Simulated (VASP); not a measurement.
Input of a VASP 6.6.1 run:

Contents of INCAR:

```
ALGO     = Normal         # electronic algorithm
EDIFF    = 1E-7           # SCF threshold, eV
ENCUT    = 520            # plane-wave cutoff, eV
ISIF     = 2              # what is computed and relaxed
ISMEAR   = -1             # smearing method
LASPH    = T              # aspherical terms in the spheres
LCHARG   = F              # write CHGCAR
LREAL    = F              # projectors in reciprocal space
LWAVE    = F              # write WAVECAR
NBANDS   = 16             # bands
NELM     = 100            # most SCF steps
PREC     = Accurate       # precision mode
SIGMA    = 0.02           # smearing width, eV
```

File KPOINTS:

```
k-points
0
Gamma
  8 8 8
```

The input POSCAR:

```
AgCl
1.0
    0.0000000000      2.7915157670      2.7915157670
    2.7915157670      0.0000000000      2.7915157670
    2.7915157670      2.7915157670      0.0000000000
Ag Cl
1 1
Direct
    0.5000000000      0.5000000000      0.5000000000
    0.0000000000      0.0000000000      0.0000000000
```

Potentials or basis: VASP PAW LDA potentials, release 64 (Ag, Cl).

The run is started by

```bash
$ cat potpaw_LDA.64/Ag/POTCAR potpaw_LDA.64/Cl/POTCAR > POTCAR
$ mpirun -np 1 vasp_std > vasp.out
```

Q: Predict the band gap on the k mesh.

A: 0.65 eV, indirect (least direct gap 2.87 eV).

Q: What does it give for the pressure?

A: -6.3 GPa.

 A k mesh can miss the band edges.
